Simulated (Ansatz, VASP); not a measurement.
# BO2: VASP beside Ansatz

```xyz
6
Lattice="0.0000 3.0272 3.0272 3.0272 0.0000 3.0272 3.0272 3.0272 0.0000" Properties=species:S:1:pos:R:3 pbc="T T T"
B     0.0000    0.0000    0.0000
B     1.5136    1.5136    1.5136
O     3.7839    3.7839    3.7839
O     3.7839    2.2704    2.2704
O     2.2704    2.2704    3.7839
O     2.2704    3.7839    2.2704
```

Alike in both runs: functional PBE; k mesh 6 × 6 × 6; occupations gaussian, width 0.1 eV; no spin polarisation.

Ansatz relaxed the structure, and its values are those at the end. VASP's run is a single point on that final structure, the one shown.

```csv
,VASP,Ansatz
version,VASP 6.6.1,Ansatz 0.2.0
potentials or method,"VASP PAW PBE potentials, release 64 (B, O), cutoff 600 eV","scalar-relativistic, plane waves, PAW"
valence electrons in the cell,30,30
```

|  | VASP | Ansatz | Ansatz less VASP |
| --- | --- | --- | --- |
| gap on the k mesh at the Fermi level (eV) | none | none | - |
| pressure (GPa) | -0.2 | 0.1 | +0.34 |

A gap of «none» marks a metal or a gap that the smearing closes. The functional is the same, so the differences come from potentials, cutoffs and numerics.
